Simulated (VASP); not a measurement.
Input of a VASP 6.6.1 run:

INCAR

```
SYSTEM = InSe
PREC     = Accurate       ! precision mode
ENCUT    = 520            ! plane-wave cutoff, eV
EDIFF    = 1E-6           ! SCF threshold, eV
ISMEAR   = -1             ! smearing method
SIGMA    = 0.05           ! smearing width, eV
LREAL    = .FALSE.        ! projectors in reciprocal space
LASPH    = .TRUE.         ! aspherical terms in the spheres
NELM     = 60             ! most SCF steps
ALGO     = Normal         ! electronic algorithm
ISIF     = 2              ! what is computed and relaxed
LWAVE    = .FALSE.        ! write WAVECAR
LCHARG   = .TRUE.         ! write CHGCAR
LELF     = .TRUE.         ! ELF
LVHAR    = .TRUE.       
NBANDS   = 27             ! bands
```

Contents of KPOINTS:

```
Automatic mesh
0
G
  7 7 6
  0 0 0
```

POSCAR

```
InSe
1.0
    5.7476481863     -2.0268800245      0.0000000000
    5.7476481863      2.0268800245      0.0000000000
   -1.6999432264      0.0000000000      4.7068622790
In Se
2 2
Direct
    0.8882032500      0.8882032500      0.0468413600
    0.1117967500      0.1117967500      0.9531586400
    0.6609275900      0.6609275900      0.6689556200
    0.3390724100      0.3390724100      0.3310443800
```

Potentials or basis: VASP PAW LDA potentials, release 64 (In_d, Se).

Launch:

```console
$ cat potpaw_LDA.64/In_d/POTCAR potpaw_LDA.64/Se/POTCAR > POTCAR
$ mpirun -np 1 vasp_std > vasp.out
```

(1) Estimate the pressure.

(2) Predict the band gap on the k mesh.

(3) What does it give for the largest force?

## Answers

(1) -0.6 GPa.

(2) 1.08 eV (least direct gap 1.21 eV).

(3) 0.254 eV/Å.

Caveat: spin-orbit coupling is left out, which moves the levels of the heavy elements.
